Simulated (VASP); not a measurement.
Write the native input for VASP 6.6.1 that does the following.

| Item | Value |
| --- | --- |
| Task | single point |
| Functional | PBE |
| Potentials or basis | VASP PAW PBE potentials, release 64 (Br) |
| Cutoff | 520 eV |
| k mesh | 12 × 12 × 12 |
| Occupations | gaussian, width 0.1 eV |
| Spin | no spin polarisation |
| Dipole correction | no |
| Further INCAR settings | ALGO = Normal; EDIFF = 1e-07; NBANDS = 14 |

The structure of Br lies in POSCAR:

```
Br
1.0
    4.9110491667      0.0000000000      0.0000000000
   -2.4555245833      4.2530933376      0.0000000000
    0.0000000000      0.0000000000      4.7545426421
Br
2
Direct
    0.6666666667      0.3333333333      0.0000000000
    0.3333333333      0.6666666667      0.0000000000
```

The cell was generated, and may not be a known phase.

The input as run:

INCAR

```
PREC = Accurate
ENCUT = 520
EDIFF = 1E-7
ISMEAR = 0
SIGMA = 0.1
LREAL = F
LASPH = T
NELM = 100
ALGO = Normal
ISIF = 2
LWAVE = F
LCHARG = T
GGA = PE
LELF = T
LVHAR = T
NBANDS = 14
```

KPOINTS

```
Automatic mesh
0
Gamma
  12 12 12
```

Potentials or basis: VASP PAW PBE potentials, release 64 (Br).

Launch:

```sh
$ cat potpaw_PBE.64/Br/POTCAR > POTCAR
$ mpirun -np 1 vasp_std > vasp.out
```

Results of the run:

| Item | Value |
| --- | --- |
| Pressure | 0.0 GPa |
| Band gap on the k mesh | zero (bands 7 and 8 overlap by 0.03 eV) |

Caveat: this functional lacks dispersion, which binds layers or chains, so the pressure and a relaxed spacing across them are unreliable.

Run time: 64 s on 1 thread of Intel(R) Xeon(R) 6975P-C (Granite Rapids), on a shared host, peak memory 0.32 GiB.
